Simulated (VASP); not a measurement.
A run of VASP 6.6.1 is set up as follows.

Contents of INCAR:

```
ALGO = Normal ; EDIFF = 1E-6
ENCUT = 520 ; GGA = PE
ISIF = 2 ; ISMEAR = 0
IVDW = 12 ; LASPH = T
LCHARG = F ; LREAL = F
LWAVE = F ; NBANDS = 16
NELM = 80 ; PREC = Accurate
SIGMA = 0.05
```

File KPOINTS:

```
k-points
0
Gamma
  12 12 8
```

The input POSCAR:

```
Se
1.0
    4.1786286486      0.0000000000      0.0000000000
   -2.0893143243      3.6187985626      0.0000000000
    0.0000000000      0.0000000000      4.8601629811
Se
3
Direct
    0.2473450684      0.0000000000      0.3333333333
    0.0000000000      0.2473450684      0.6666666667
    0.7526549316      0.7526549316      0.0000000000
```

Potentials or basis: VASP PAW PBE potentials, release 64 (Se).

Command:

```sh
$ cat potpaw_PBE.64/Se/POTCAR > POTCAR
$ mpirun -np 1 vasp_std > vasp.out
```

Question: Estimate the largest force.

Answer: 0.091 eV/Å.

Question: Estimate the band gap on the k mesh.

Answer: 0.55 eV, indirect (least direct gap 1.16 eV).

Question: Estimate the dispersion energy per atom.

Answer: -0.356 eV.

Question: Estimate the pressure.

Answer: 1.7 GPa.

Stress tensor (GPa, compression positive):
```
0.62 0.00 0.00
0.00 0.62 0.00
0.00 0.00 3.89
```

 A k mesh can miss the band edges.
